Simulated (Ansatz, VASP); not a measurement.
## Ru: VASP beside Ansatz

The input INCAR:

```
ALGO = Normal
EDIFF = 1E-6
ENCUT = 500
GGA = PE
GGA_COMPAT = F
ISIF = 2
ISMEAR = 0
LASPH = T
LCHARG = F
LREAL = F
LWAVE = F
NBANDS = 13
NELM = 120
PREC = Accurate
SIGMA = 0.05
```

Contents of KPOINTS:

```
k-points
0
Gamma
  8 8 8
```

POSCAR

```
Ru
1.0
    0.0000000000      1.9182658903      1.9182658903
    1.9182658903      0.0000000000      1.9182658903
    1.9182658903      1.9182658903      0.0000000000
Ru
1
Direct
    0.0000000000      0.0000000000      0.0000000000
```

Input for Ansatz:

```yaml
crystal:
  lattice:
    - [0.0, 1.9182658903, 1.9182658903]
    - [1.9182658903, 0.0, 1.9182658903]
    - [1.9182658903, 1.9182658903, 0.0]
  atoms:
    - { symbol: Ru, position: [0.0, 0.0, 0.0] }
basis:
  ecutwfc: 600
  ecutrho_ratio: 5
kpoints:
  mp_grid: { grid: [8, 8, 8] }
hamiltonian:
  xc: pbe
scf:
  occupations: { method: gaussian, width: 0.05 }
output:
  forces: true
  stress: true
  eigenvalues: true
```

Alike in both runs: task single point; functional PBE; k mesh 8 × 8 × 8; occupations gaussian, width 0.05 eV; no spin polarisation.

```csv
,VASP,Ansatz
version,VASP 6.6.1,Ansatz 0.2.0
potentials or method,"VASP PAW PBE potentials, release 64 (Ru_pv), cutoff 500 eV","scalar-relativistic, plane waves, PAW"
valence electrons in the cell,14,16
```

Ansatz gave:

| Property | Result |
| --- | --- |
| gap on the k mesh at the Fermi level (eV) | none |
| pressure (GPa) | -6.8 |

Estimate VASP's values.

gap on the k mesh at the Fermi level (eV): none; pressure (GPa): -6.9.

A gap of «none» marks a metal or a gap that the smearing closes. With one functional, cell and mesh, what is left measures potentials, basis and numerics. VASP's potentials hold 14 valence electrons a cell and Ansatz's 16, so a difference there can come from the potentials and not from the codes.
